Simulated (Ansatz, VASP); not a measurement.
FeSi in VASP and in Ansatz

```
CELL_PARAMETERS angstrom
4.47751 0.00000 0.00000
0.00000 4.47751 0.00000
0.00000 0.00000 4.47751
ATOMIC_POSITIONS crystal
Fe 0.13502 0.13502 0.13502
Fe 0.36498 0.86498 0.63502
Fe 0.63502 0.36498 0.86498
Fe 0.86498 0.63502 0.36498
Si 0.84028 0.84028 0.84028
Si 0.65972 0.15972 0.34028
Si 0.34028 0.65972 0.15972
Si 0.15972 0.34028 0.65972
```

Alike in both runs: functional PBE; k mesh 8 × 8 × 8; occupations gaussian, width 0.05 eV; no spin polarisation.

Ansatz relaxed the structure, and its values are those at the end. VASP's run is a single point on that final structure, the one shown.

|  | VASP | Ansatz |
| --- | --- | --- |
| version | VASP 6.6.1 | Ansatz 0.2.0 |
| potentials or method | VASP PAW PBE potentials, release 64 (Fe, Si), cutoff 520 eV | scalar-relativistic, plane waves, PAW |
| valence electrons in the cell | 48 | 80 |

|  | VASP | Ansatz | Ansatz less VASP |
| --- | --- | --- | --- |
| gap on the k mesh at the Fermi level (eV) | 0.16 | 0.17 | +0.008 |
| least direct gap on the mesh (eV) | 0.17 | 0.18 | +0.006 |
| pressure (GPa) | -4.0 | -4.1 | -0.17 |
| rms of the force components (eV/Å) | 0.014 | 0.001 | -0.0132 |

The functional is the same, so the differences come from potentials, cutoffs and numerics. VASP's potentials hold 48 valence electrons a cell and Ansatz's 80, so a difference there can come from the potentials and not from the codes. Ansatz's warnings: stress scf threshold loose.
